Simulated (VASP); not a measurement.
A run of VASP 6.6.1:

File POSCAR:

```
Si
1.0
    0.0000000000      2.7167315353      2.7167315353
    2.7167315353      0.0000000000      2.7167315353
    2.7167315353      2.7167315353      0.0000000000
Si
2
Direct
    0.0000000000      0.0000000000      0.0000000000
    0.2500000000      0.2500000000      0.2500000000
```

Contents of INCAR.step1:

```
SYSTEM = Si
ALGO = Normal
EDIFF = 1E-8
ENCUT = 500
GGA = PS
ISMEAR = 0
LASPH = .True.
LCHARG = .False.
LREAL = .False.
LWAVE = .True.
NELM = 100
PREC = Accurate
SIGMA = 0.01
```

Contents of INCAR.step2:

```
SYSTEM = Si
ALGO = Exact
EDIFF = 1E-8
ENCUT = 500
GGA = PS
ISMEAR = 0
ISTART = 1
LASPH = .True.
LCHARG = .False.
LOPTICS = .True.
LREAL = .False.
LWAVE = .True.
NBANDS = 223
NELM = 1
PREC = Accurate
SIGMA = 0.01
```

The input INCAR.step3:

```
SYSTEM = Si
ALGO = EVGW0
EDIFF = 1E-8
ENCUT = 500
ENCUTGW = 180.0
GGA = PS
ISMEAR = 0
ISTART = 1
LASPH = .True.
LCHARG = .False.
LREAL = .False.
LWAVE = .False.
NBANDS = 223
NBANDSGW = 12
NELMGW = 1
NOMEGA = 96
OMEGAMAX = 20
PREC = Accurate
PRECFOCK = Fast
SIGMA = 0.01
```

Contents of KPOINTS:

```
k-points
0
Gamma
  4 4 4
  0 0 0
```

Potentials or basis: VASP PAW PBE potentials, release 64 (Si_GW).

The run is started by

```bash
$ cat potpaw_PBE.64/Si_GW/POTCAR > POTCAR
$ cp INCAR.step1 INCAR
$ mpirun -np 1 vasp_std > vasp.out
$ cp INCAR.step2 INCAR
$ mpirun -np 1 vasp_std > vasp.out
$ cp INCAR.step3 INCAR
$ mpirun -np 1 vasp_std > vasp.out
```

Hardware: 1 thread of AMD EPYC 9R45 (Zen 5) (shared host).

How long does it take, and how much memory?

Run time: 2.4 min on 1 thread of AMD EPYC 9R45 (Zen 5) (shared host), peak memory 0.51 GiB. Counts: k points 8.
